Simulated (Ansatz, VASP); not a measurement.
# Two plane-wave programs on PdAuCl3

POSCAR

```
PdAuCl3
1.0
    4.9029426247      0.0000000000      0.0000000000
    0.0000000000      4.9029426247      0.0000000000
    0.0000000000      0.0000000000      4.9029426247
Pd Au Cl
1 1 3
Direct
    0.0000000000      0.0000000000      0.0000000000
    0.5000000000      0.5000000000      0.5000000000
    0.0000000000      0.5000000000      0.5000000000
    0.5000000000      0.0000000000      0.5000000000
    0.5000000000      0.5000000000      0.0000000000
```

Contents of INCAR.step1:

```
ALGO     = Normal         # electronic algorithm
EDIFF    = 1E-4           # SCF threshold, eV
ENCUT    = 520            # plane-wave cutoff, eV
GGA      = PE             # functional
ISMEAR   = -1             # smearing method
LASPH    = True           # aspherical terms in the spheres
LCHARG   = False          # write CHGCAR
LREAL    = False          # projectors in reciprocal space
LWAVE    = True           # write WAVECAR
NBANDS   = 29             # bands
NELM     = 100            # most SCF steps
PREC     = Accurate       # precision mode
SIGMA    = 0.03           # smearing width, eV
```

File INCAR.step2:

```
ALGO     = Normal         # electronic algorithm
BPARAM   = 11.95        
CPARAM   = 0.0093       
EDIFF    = 1E-6           # SCF threshold, eV
ENCUT    = 520            # plane-wave cutoff, eV
ISIF     = 2              # what is computed and relaxed
ISMEAR   = -1             # smearing method
ISTART   = 1            
IVDW_NL  = 2            
LASPH    = True           # aspherical terms in the spheres
LCHARG   = True           # write CHGCAR
LELF     = True           # ELF
LMIXTAU  = True         
LREAL    = False          # projectors in reciprocal space
LUSE_VDW = True         
LVHAR    = True         
LWAVE    = False          # write WAVECAR
METAGGA  = R2SCAN         # meta-GGA
NBANDS   = 29             # bands
NELM     = 100            # most SCF steps
PREC     = Accurate       # precision mode
SIGMA    = 0.03           # smearing width, eV
```

File KPOINTS:

```
k-points
0
Gamma
  6 6 6
```

Input for Ansatz:

```yaml
crystal:
  lattice:
    - [4.9029426247, 0.0, 0.0]
    - [0.0, 4.9029426247, 0.0]
    - [0.0, 0.0, 4.9029426247]
  atoms:
    - { symbol: Pd, position: [0.0, 0.0, 0.0] }
    - { symbol: Au, position: [0.5, 0.5, 0.5] }
    - { symbol: Cl, position: [0.0, 0.5, 0.5] }
    - { symbol: Cl, position: [0.5, 0.0, 0.5] }
    - { symbol: Cl, position: [0.5, 0.5, 0.0] }
kpoints:
  mp_grid: { grid: [6, 6, 6] }
  band_path:
    path: [[0.0, 0.0, 0.0], [0.0, 0.5, 0.0], [0.5, 0.5, 0.0], [0.5, 0.5, 0.5]]
    npoints: 1
hamiltonian:
  xc: r2scan
  dispersion: rvv10
scf:
  occupations: { method: fermi_dirac, width: 0.03 }
  n_extra_bands: 5
output:
  forces: true
  stress: true
  eigenvalues: true
  write_density: true
  write_potential: true
  elf: true
  volumetric_format: npy
```

Alike in both runs: task single point; functional r2SCAN; dispersion rVV10; k mesh 6 × 6 × 6; occupations fermi-dirac, width 0.03 eV; no spin polarisation.

|  | VASP | Ansatz |
| --- | --- | --- |
| version | VASP 6.6.1 | Ansatz 0.2.0 |
| potentials or method | VASP PAW PBE potentials, release 64 (Pd, Au, Cl) | plane waves, PAW |
| plane-wave cutoff (eV) | 520 | 500 |
| valence electrons in the cell | 42 | 58 |

Ansatz gave:

- pressure (GPa): 0.0

What did VASP give for the same quantities?

Pressure (GPa): 0.1.

VASP's potentials were made for PBE, not for r2SCAN. VASP's potentials hold 42 valence electrons a cell and Ansatz's 58, so a difference there can come from the potentials and not from the codes.

Neither program's run includes spin-orbit coupling.
